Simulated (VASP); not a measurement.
Si2H10O, 39 atoms in the cell. The cell holds an amorphous packing of atoms, 39 atoms: a = 8.627 Å, b = 8.627 Å, c = 8.627 Å, α = 90.00°, β = 90.00°, γ = 90.00°. 

| Property | Result |
| --- | --- |
| Program | VASP 6.6.1 |
| Task | single point |
| Functional | PBEsol |
| Potentials or basis | VASP PAW PBE potentials, release 64 (O, H, Si) |
| Cutoff | 520 eV |
| k mesh | 1 × 1 × 1 |
| Occupations | fermi-dirac, width 0.05 eV |
| Spin | no spin polarisation |
| Dipole correction | no |
| Further INCAR settings | LREAL = Auto; ALGO = Normal; EDIFF = 1e-06; NBANDS = 61 |

Potentials or basis: VASP PAW PBE potentials, release 64 (O, H, Si).

Launch:

```console
$ cat potpaw_PBE.64/O/POTCAR potpaw_PBE.64/H/POTCAR potpaw_PBE.64/Si/POTCAR > POTCAR
$ mpirun -np 1 vasp_gam > vasp.out
```

Hardware: 1 thread of AMD EPYC 9R45 (Zen 5) (shared host).

Problem. How long does it take, and how much memory?

Solution. It took 65 s on 1 thread of AMD EPYC 9R45 (Zen 5) (shared host), peak memory 0.49 GiB. Counts: scf iterations 18, k points 1.
